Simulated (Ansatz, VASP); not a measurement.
## One calculation of MgBe2S3, two programs

```
CELL_PARAMETERS angstrom
2.19408 -7.37302 0.00000
2.19408 7.37302 0.00000
0.00000 0.00000 3.13077
ATOMIC_POSITIONS crystal
Mg 0.00000 0.00000 0.00000
Be 0.50000 0.00000 0.50000
Be 0.00000 0.50000 0.50000
S 0.82246 0.17754 0.00000
S 0.17754 0.82246 0.00000
S 0.50000 0.50000 0.50000
```

Change from the starting cell: species swapped into the LaAl2Cu3 type (Cmmm, No. 65).

Alike in both runs: functional PBE; k mesh 10 × 10 × 12; occupations gaussian, width 0.1 eV; no spin polarisation.

Ansatz relaxed the structure, and its values are those at the end. VASP's run is a single point on that final structure, the one shown.

```csv
,VASP,Ansatz
version,VASP 6.6.1,Ansatz 0.2.0
potentials or method,"VASP PAW PBE potentials, release 64 (Mg, Be, S), cutoff 520 eV","scalar-relativistic, plane waves, PAW"
valence electrons in the cell,24,32
```

```csv
,VASP,Ansatz,Ansatz less VASP
gap on the k mesh at the Fermi level (eV),none,none,-
pressure (GPa),-0.1,0.0,+0.11
```

A gap of «none» marks a metal or a gap that the smearing closes. With one functional, cell and mesh, what is left measures potentials, basis and numerics. VASP's potentials hold 24 valence electrons a cell and Ansatz's 32, so a difference there can come from the potentials and not from the codes.
